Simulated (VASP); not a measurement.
# Bi (R-3m) in VASP: a series of runs

The runs below take Bi through single point, with PBE.

Everything below comes from runs of VASP 6.6.1. Logs are shortened: lines on timing, memory, paths and dates and some standing lists are left out, and cuts for length are marked.

## Step 1: The cell of the first run

It takes space group R-3m (No. 166, trigonal). The conventional cell has a = 4.582 Å, b = 4.582 Å, c = 12.169 Å, α = 90.00°, β = 90.00°, γ = 120.00°. Within 4.1 Å of Bi (site symmetry 3m) lie 6 Bi at 3.11 to 3.59 Å.

## Step 2: Single point, PBE

Input file INCAR:

```
  PREC = Accurate
  ENCUT = 520
  EDIFF = 1E-6
  ISMEAR = 0
  SIGMA = 0.1
  LREAL = F
  LASPH = T
  NELM = 80
  ALGO = Fast
  ISIF = 2
  LWAVE = F
  LCHARG = T
  GGA = PE
  LELF = T
  LVHAR = T
  NBANDS = 22
```

Input file KPOINTS:

```
regular mesh
0
Gamma
  12 12 12
```

Input file POSCAR:

```
Bi
1.0
    2.2909016758      1.3226526992      4.0562859314
   -2.2909016758      1.3226526992      4.0562859314
    0.0000000000     -2.6453053984      4.0562859314
Bi
2
Direct
    0.2336683230      0.2336683230      0.2336683230
    0.7663316770      0.7663316770      0.7663316770
```

Potentials or basis: VASP PAW PBE potentials, release 64 (Bi_d).

Started as:

```bash
$ cat potpaw_PBE.64/Bi_d/POTCAR > POTCAR
$ mpirun -np 1 vasp_std > vasp.out
```

OUTCAR:

```text
PREC = Accurate
   ENCUT = 520
   EDIFF = 1E-6
   ISMEAR = 0
   LREAL = F
   LASPH = T
   NELM = 80
   ISIF = 2
   GGA = PE

 ion  position               nearest neighbor table
   1  0.234  0.234  0.234-   2 3.11   2 3.11   2 3.11   2 3.59   2 3.59   2 3.59
   2  0.766  0.766  0.766-   1 3.11   1 3.11   1 3.11   1 3.59   1 3.59   1 3.59

  LATTYP: Found a trigonal (rhomboedric) cell.
 ALAT       =     4.8426331895
 COS(alpha) =     0.5524106471

  Lattice vectors:

 A1 = (   2.2909016758,   1.3226526992,   4.0562859314)
 A2 = (  -2.2909016758,   1.3226526992,   4.0562859314)
 A3 = (   0.0000000000,  -2.6453053984,   4.0562859314)

Analysis of symmetry for initial positions (statically):
=====================================================================
 Subroutine PRICEL returns:
 Original cell was already a primitive cell.

 Routine SETGRP: Setting up the symmetry group for a
 trigonal (rhombohedral) supercell.

 Subroutine GETGRP returns: Found 12 space group operations
 (whereof 12 operations were pure point group operations)
 out of a pool of 12 trial point group operations.

The static configuration has the point symmetry D_3d.

Analysis of symmetry for dynamics (positions and initial velocities):
=====================================================================
 Subroutine PRICEL returns:
 Original cell was already a primitive cell.

 Routine SETGRP: Setting up the symmetry group for a
 trigonal (rhombohedral) supercell.

 Subroutine GETGRP returns: Found 12 space group operations
 (whereof 12 operations were pure point group operations)
 out of a pool of 12 trial point group operations.

The dynamic configuration has the point symmetry D_3d.

 Subroutine INISYM returns: Found 12 space group operations
 (whereof 12 operations are pure point group operations),
 and found     1 'primitive' translations

----------------------------------------------------------------------------------------

                                     Primitive cell

  volume of cell :      73.7449

  direct lattice vectors                    reciprocal lattice vectors
     2.290901676  1.322652699  4.056285931     0.218254675  0.126009395  0.082176981
    -2.290901676  1.322652699  4.056285931    -0.218254675  0.126009395  0.082176981
     0.000000000 -2.645305398  4.056285931     0.000000000 -0.252018790  0.082176981

  length of vectors
     4.842633190  4.842633190  4.842633190     0.265078341  0.265078341  0.265078341

  position of ions in fractional coordinates (direct lattice)
     0.233668323  0.233668323  0.233668323
     0.766331677  0.766331677  0.766331677

  ion indices of the primitive-cell ions
   primitive index   ion index
                 1           1
                 2           2

----------------------------------------------------------------------------------------

 KPOINTS: regular mesh

Automatic generation of k-mesh.
 Grid dimensions read from file:
 generate k-points for:   12   12   12

 Generating k-lattice:

  Cartesian coordinates                     Fractional coordinates (reciprocal lattice)
     0.018187890  0.010500783  0.006848082     0.083333333  0.000000000  0.000000000
    -0.018187890  0.010500783  0.006848082     0.000000000  0.083333333  0.000000000
     0.000000000 -0.021001566  0.006848082     0.000000000  0.000000000  0.083333333

  Length of vectors
     0.022089862  0.022089862  0.022089862

  Shift w.r.t. Gamma in fractional coordinates (k-lattice)
     0.000000000  0.000000000  0.000000000

 Subroutine IBZKPT returns following result:
 ===========================================

 Found    189 irreducible k-points:

 Following reciprocal coordinates:
            Coordinates               Weight
  0.000000  0.000000  0.000000      1.000000
  0.083333  0.000000 -0.000000      6.000000
  0.166667  0.000000  0.000000      6.000000
  0.250000  0.000000 -0.000000      6.000000
  0.333333  0.000000  0.000000      6.000000
  0.416667  0.000000  0.000000      6.000000
[... 16 lines left out ...]
  0.500000  0.166667 -0.000000     12.000000
 -0.416667  0.166667  0.000000     12.000000
 [... further k-points ...]
   k-points           NKPTS =    189   k-points in BZ     NKDIM =    189   number of bands    NBANDS=     22
   number of dos      NEDOS =    301   number of ions     NIONS =      2
   total plane-waves  NPLWV =  46656
   dimension x,y,z NGX =    36 NGY =   36 NGZ =   36
   dimension x,y,z NGXF=    72 NGYF=   72 NGZF=   72
   ions per type =               2
   NGX,Y,Z   is equivalent  to a cutoff of  12.36, 12.36, 12.36 a.u.
   NGXF,Y,Z  is equivalent  to a cutoff of  24.72, 24.72, 24.72 a.u.
 SYSTEM =  unknown system
   PREC   = accura    normal or accurate (medium, high low for compatibility)
   ISTART =      0    job   : 0-new  1-cont  2-samecut
   ICHARG =      2    charge: 1-file 2-atom 10-const
   ISPIN  =      1    spin polarized calculation?
   LNONCOLLINEAR =      F non collinear calculations
   LSORBIT =      F    spin-orbit coupling
   LASPH  =      T    aspherical Exc in radial PAW
   ENCUT  =  520.0 eV  38.22 Ry    6.18 a.u.   9.00  9.00  9.00*2*pi/ulx,y,z
   NELM   =     80;   NELMIN=  2; NELMDL= -5     # of ELM steps
   EDIFF  = 0.1E-05   stopping-criterion for ELM
   LREAL  =      F    real-space projection
   EDIFFG = 0.1E-04   stopping-criterion for IOM
   NSW    =      0    number of steps for IOM
   IBRION =     -1    ionic relax: 0-MD 1-quasi-New 2-CG
   NFREE  =      0    steps in history (QN), initial steepest desc. (CG)
   ISIF   =      2    stress and relaxation
   ISYM   =      2    0-nonsym 1-usesym 2-fastsym
   POTIM  = 0.5000    time-step for ionic-motion
   TEBEG  =    0.0;   TEEND  =   0.0 temperature during run
   PSTRESS=    0.0 pullay stress
   NELECT =      30.0000    total number of electrons
   NUPDOWN=      -1.0000    fix difference up-down
   EMIN   =  10.00;   EMAX   =-10.00  energy-range for DOS
   EFERMI =   0.00;   METHOD = LEGACY
   ISMEAR =     0;   SIGMA  =   0.10  broadening in eV -4-tet -1-fermi 0-gaus
   EFERMI_NEDOS =   21; number of points for ismear=-14 and -15
   IALGO  =     68    algorithm
   IMIX   =      4    mixing-type and parameters
     AMIX     =   0.40;   BMIX     =  1.00
     AMIX_MAG =   1.60;   BMIX_MAG =  1.00
  volume/ion in A,a.u.               =      36.87       248.83
  Fermi-wavevector in a.u.,A,eV,Ry     =   1.213029  2.292293 20.020151  1.471440
  Thomas-Fermi vector in A             =   2.348494
   LORBIT       =      0    0 simple, 1 ext, 2 COOP (PROOUT), +10 PAW based schemes
   GGA     = PE    functional components
   LHFCALC =     F    Hartree Fock is set to
   AEXX    =    0.0000 exact exchange contribution
   IVDW    =     0    specifies the selected vdW correction
   LEPSILON=     F    determine dielectric tensor
   LRPA    =     F    only Hartree local field effects (RPA)
 non-spin polarized calculation
 RMM-DIIS sequential band-by-band and
 Gauss-broadening in eV      SIGMA  =   0.10
  energy-cutoff  :      520.00
  volume of cell :       73.74
 maximum number of plane-waves:      2019
   NGX = 19   NGY = 19   NGZ = 19

 number of electron      29.9999994 magnetization

 Free energy of the ion-electron system (eV)
  ---------------------------------------------------
  ext. energy  EPLUGINS =         0.00000000
  ---------------------------------------------------
  free energy    TOTEN  =        -7.77479647 eV

  energy without entropy =       -7.77358241  energy(sigma->0) =       -7.77418944

 E-fermi :   5.7988     XC(G=0):  -9.3119

 val. band max:        5.7627337768   @ k =   0.4167   0.0833   0.0833
 cond. band min:       5.8120737517   @ k =  -0.4167   0.5000   0.4167
 fundamental gap:      0.0493399749
 Fermi energy:         5.7987813122

 k-point     1 :       0.0000    0.0000    0.0000
  band No.  band energies     occupation
      1     -17.0396      2.00000
      2     -17.0396      2.00000
      3     -16.9069      2.00000
      4     -16.9069      2.00000
      5     -16.8939      2.00000
      6     -16.7470      2.00000
[... 14 lines left out ...]
     21      11.6768      0.00000
     22      11.6987      0.00000

 k-point     2 :       0.0833    0.0000   -0.0000
  band No.  band energies     occupation
      1     -17.0353      2.00000
      2     -17.0339      2.00000
      3     -16.9050      2.00000
      4     -16.9035      2.00000
      5     -16.8911      2.00000
      6     -16.7495      2.00000
[... 14 lines left out ...]
     21      11.7338      0.00000
     22      12.3053      0.00000

 k-point     3 :       0.1667    0.0000    0.0000
  band No.  band energies     occupation
      1     -17.0232      2.00000
      2     -17.0172      2.00000
      3     -16.9002      2.00000
      4     -16.8937      2.00000
      5     -16.8822      2.00000
      6     -16.7581      2.00000
[... 14 lines left out ...]
     21      12.0102      0.00000
     22      13.5030      0.00000

 k-point     4 :       0.2500    0.0000   -0.0000
  band No.  band energies     occupation
      1     -17.0050      2.00000
      2     -16.9906      2.00000
      3     -16.8939      2.00000
      4     -16.8786      2.00000
      5     -16.8675      2.00000
      6     -16.7734      2.00000
[... 14 lines left out ...]
     21      12.5686      0.00000
     22      14.9069      0.00000

 k-point     5 :       0.3333    0.0000    0.0000
  band No.  band energies     occupation
      1     -16.9841      2.00000
      2     -16.9566      2.00000
      3     -16.8874      2.00000
      4     -16.8597      2.00000
      5     -16.8484      2.00000
      6     -16.7947      2.00000
[... 417 lines left out ...]
 k-point    22 :       0.4167    0.1667    0.0000
  band No.  band energies     occupation
      1     -16.9972      2.00000
      2     -16.9245      2.00000
      3     -16.8808      2.00000
      4     -16.8696      2.00000
      5     -16.8300      2.00000
      6     -16.8101      2.00000
[... 14 lines left out ...]
     21      14.8057      0.00000
     22      14.8452      0.00000

 k-point    23 :       0.5000    0.1667   -0.0000
  band No.  band energies     occupation
      1     -16.9814      2.00000
      2     -16.9026      2.00000
      3     -16.8719      2.00000
      4     -16.8579      2.00000
      5     -16.8310      2.00000
      6     -16.8109      2.00000
[... 14 lines left out ...]
     21      14.6370      0.00000
     22      14.9711      0.00000

 k-point    24 :      -0.4167    0.1667    0.0000
  band No.  band energies     occupation
      1     -16.9790      2.00000
      2     -16.8817      2.00000
      3     -16.8723      2.00000
      4     -16.8586      2.00000
      5     -16.8307      2.00000
      6     -16.8167      2.00000
[... 14 lines left out ...]
     21      13.7918      0.00000
     22      15.5393      0.00000

 [... further k-points ...]

------------------------ aborting loop because EDIFF is reached ----------------------------------------

  FORCE on cell =-STRESS in cart. coord.  units (eV):
  Direction    XX          YY          ZZ          XY          YZ          ZX
  --------------------------------------------------------------------------------------
  -------------------------------------------------------------------------------------
  Total       -0.0225178     -0.0225178     -0.0216415      0.0000000      0.0000000      0.0000000
  in kB       -0.4892193     -0.4892193     -0.4701815      0.0000000      0.0000000      0.0000000
  external PRESSURE =      -0.4828734 kB  Pullay stress =       0.0000000 kB

 VOLUME and BASIS-vectors are now :
 -----------------------------------------------------------------------------
  energy-cutoff  :      520.00
  volume of cell :       73.74
      direct lattice vectors                 reciprocal lattice vectors
     2.290901676  1.322652699  4.056285931     0.218254675  0.126009395  0.082176981
    -2.290901676  1.322652699  4.056285931    -0.218254675  0.126009395  0.082176981
     0.000000000 -2.645305398  4.056285931     0.000000000 -0.252018790  0.082176981

 POSITION                                       TOTAL-FORCE (eV/Angst)
 -----------------------------------------------------------------------------------
      0.00000      0.00000      2.84348         0.000000      0.000000      0.007243
      0.00000      0.00000      9.32538         0.000000     -0.000000     -0.007243
 -----------------------------------------------------------------------------------
    total drift:                               -0.000000      0.000000     -0.000000

  FREE ENERGIE OF THE ION-ELECTRON SYSTEM (eV)
  ---------------------------------------------------
  free  energy   TOTEN  =        -7.7747964728 eV

  energy  without entropy=       -7.7735824113  energy(sigma->0) =       -7.77418944
```

It took 8.5 min on 1 thread of Intel Xeon 8259CL, shared host; peak memory 0.38 GiB.

What came out:

```yaml
Free_energy: -7.7748 eV
Pressure: 0.0 GPa
Largest_force: 0.007 eV/Å
Band_gap_on_the_k_mesh: zero (bands 15 and 16 overlap by 0.21 eV)
```

Forces in eV/Å, atoms in the order of the input:
```
Bi   0.000  0.000  0.007
Bi   0.000  0.000 -0.007
```

Caveat: spin-orbit coupling is left out, which moves the levels of the heavy elements.

## Step 3: Single point, PBE (37.98 Å³/atom)

This run uses another cell than the first one, of 37.98 Å³/atom.

Input file INCAR:

```
  PREC = Accurate
  ENCUT = 520
  EDIFF = 1E-7
  ISMEAR = 0
  SIGMA = 0.1
  LREAL = F
  LASPH = T
  NELM = 80
  ALGO = Fast
  ISIF = 2
  LWAVE = F
  LCHARG = F
  GGA = PE
  NBANDS = 22
```

KPOINTS is that of step 2.

Input file POSCAR:

```
Bi
1.0
    2.2993522118      1.3275316185      4.1473213142
   -2.2993522118      1.3275316185      4.1473213142
    0.0000000000     -2.6550632369      4.1473213142
Bi
2
Direct
    0.2319542918      0.2319542918      0.2319542918
    0.7680457082      0.7680457082      0.7680457082
```

Potentials or basis: VASP PAW PBE potentials, release 64 (Bi_d).

Started as:

```bash
$ cat potpaw_PBE.64/Bi_d/POTCAR > POTCAR
$ mpirun -np 1 vasp_std > vasp.out
```

Wall time 16 min (1 thread of Intel Xeon 8259CL, shared host); peak memory 0.42 GiB.

It converged, with:

| Quantity | Value |
| --- | --- |
| Free energy | -7.7700 eV |
| Pressure | -0.7 GPa |
| Largest force | 0.006 eV/Å |
| Band gap on the k mesh | zero (bands 15 and 16 overlap by 0.21 eV) |

Forces in eV/Å, atoms in the order of the input:
```
Bi   0.000  0.000  0.006
Bi   0.000  0.000 -0.006
```

Levels at points of the mesh, in eV from the Fermi level:
```tsv
k point	band 11	band 12	band 13	band 14	band 15	band 16	band 17	band 18	band 19	band 20
(0.00, 0.00, 0.00)	-12.67	-7.73	-1.47	-1.02	-1.02	2.24	2.77	2.77	5.70	5.74
(0.50, 0.00, 0.00)	-10.96	-10.26	-1.50	-1.19	-0.33	-0.17	0.61	1.24	7.12	7.98
(0.50, 0.50, 0.00)	-11.06	-9.47	-4.24	-2.77	-2.55	2.38	4.53	5.26	6.07	8.71
(0.50, 0.50, 0.50)	-11.73	-9.63	-0.89	-0.53	-0.53	0.84	0.92	0.92	6.62	8.89
```

Caveat: spin-orbit coupling is left out, which moves the levels of the heavy elements.

## Step 4: Single point, PBE (39.08 Å³/atom)

This run uses another cell than the first one, of 39.08 Å³/atom.

Input file INCAR:

```
ALGO = Fast
EDIFF = 1E-7
ENCUT = 520
GGA = PE
ISIF = 2
ISMEAR = 0
LASPH = True
LCHARG = True
LELF = True
LREAL = False
LVHAR = True
LWAVE = False
NBANDS = 22
NELM = 80
PREC = Accurate
SIGMA = 0.1
```

Input file KPOINTS:

```
k-points
0
Gamma
  12 12 12
```

Input file POSCAR:

```
Bi
1.0
    2.3033129976      1.3298183792      4.2534507609
   -2.3033129976      1.3298183792      4.2534507609
    0.0000000000     -2.6596367584      4.2534507609
Bi
2
Direct
    0.2302671462      0.2302671462      0.2302671462
    0.7697328538      0.7697328538      0.7697328538
```

Started as:

```bash
$ cat potpaw_PBE.64/Bi_d/POTCAR > POTCAR
$ mpirun -np 1 vasp_std > vasp.out
```

Wall time 8.9 min (1 thread of Intel Xeon 8259CL, shared host); peak memory 0.42 GiB.

The run converged. Its results:

* Free energy: -7.7570 eV
* Pressure: -1.2 GPa
* Band gap on the k mesh: zero (bands 15 and 16 overlap by 0.21 eV)

Levels at points of the mesh, in eV from the Fermi level:
```csv
k point,band 13,band 14,band 15,band 16,band 17,band 18
"(0.00, 0.00, 0.00)",-1.51,-0.97,-0.97,2.05,2.66,2.66
"(0.50, 0.00, 0.00)",-1.66,-1.28,-0.40,-0.15,0.65,1.37
"(0.50, 0.50, 0.00)",-4.10,-2.70,-2.45,2.30,4.35,5.23
"(0.50, 0.50, 0.50)",-0.91,-0.55,-0.55,0.89,1.04,1.04
```

Caveat: spin-orbit coupling is left out, which moves the levels of the heavy elements.

## Step 5: Summary

| cell | further INCAR settings | gap on the mesh (eV) | pressure (GPa) | largest force (eV/Å) |
| --- | --- | --- | --- | --- |
| a = 4.843 Å, angles 56.5°, 2 atoms, atomic positions A | ALGO = Fast; EDIFF = 1e-06; NBANDS = 22 | none | 0.0 | 0.01 |
| a = 4.924 Å, angles 55.7°, 2 atoms, atomic positions B | ALGO = Fast; EDIFF = 1e-07; NBANDS = 22 | none | -0.7 | 0.01 |
| a = 5.017 Å, angles 54.7°, 2 atoms, atomic positions C | ALGO = Fast; EDIFF = 1e-07; NBANDS = 22 | none | -1.2 | - |

Alike in all rows: task single point; level PBE; potentials or basis VASP PAW PBE potentials, release 64 (Bi_d); no spin polarisation; k mesh 12 × 12 × 12; cutoff (eV) 520; smearing gaussian 0.1 eV.

Caveats: spin-orbit coupling is left out, which moves the levels of the heavy elements.

Total energies depend on the potentials used, so only differences within one code and one set of settings carry meaning.
